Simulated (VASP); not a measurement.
**Ir: single point with PBE**

The system is Ir.

```
CELL_PARAMETERS angstrom
1.94295 -1.94150 0.00000
1.94295 1.94150 0.00000
0.00000 0.00000 7.68171
ATOMIC_POSITIONS crystal
Ir 0.75000 0.25000 0.12499
Ir 0.75000 0.25000 0.62499
Ir 0.25000 0.75000 0.87501
Ir 0.25000 0.75000 0.37501
```

```
Program             : VASP 6.6.1
Task                : single point
Functional          : PBE
Potentials or basis : VASP PAW PBE potentials, release 64 (Ir)
Cutoff              : 520 eV
k mesh              : 6 × 6 × 4
Occupations         : gaussian, width 0.1 eV
Spin                : no spin polarisation
```

```json
{
 "Pressure": "0.6 GPa",
 "Band gap on the k mesh": "zero (bands 18 and 19 overlap by 2.43 eV)"
}
```

Stress tensor (GPa, compression positive):
```
0.48 0.00 0.00
0.00 0.76 0.00
0.00 0.00 0.58
```

Levels at points of the mesh, in eV from the Fermi level:
```
           k point  band 16  band 17  band 18  band 19  band 20  band 21
(0.00, 0.00, 0.00)    -1.76    -1.14    -0.98    -0.18    -0.18     0.93
(0.50, 0.00, 0.00)    -1.27    -0.59    -0.59     0.92     0.92     0.99
(0.50, 0.50, 0.00)     1.47     1.47     1.47     1.56     1.56     1.74
(0.00, 0.00, 0.50)    -0.87    -0.81    -0.81     0.26     0.26     0.26
(0.50, 0.00, 0.50)    -2.74     0.11     0.11     0.11     0.11     2.35
(0.50, 0.50, 0.50)    -0.18     1.47     1.47     1.47     1.47     5.52
```

Wall time 67 s on 1 thread of Intel Xeon 8259CL, with other jobs on the host, peak memory 0.19 GiB.

Caveat: the k points lie up to 0.38 Å⁻¹ apart, too coarse for converged energies and pressures of a metal; spin-orbit coupling is left out, which moves the levels of the heavy elements.
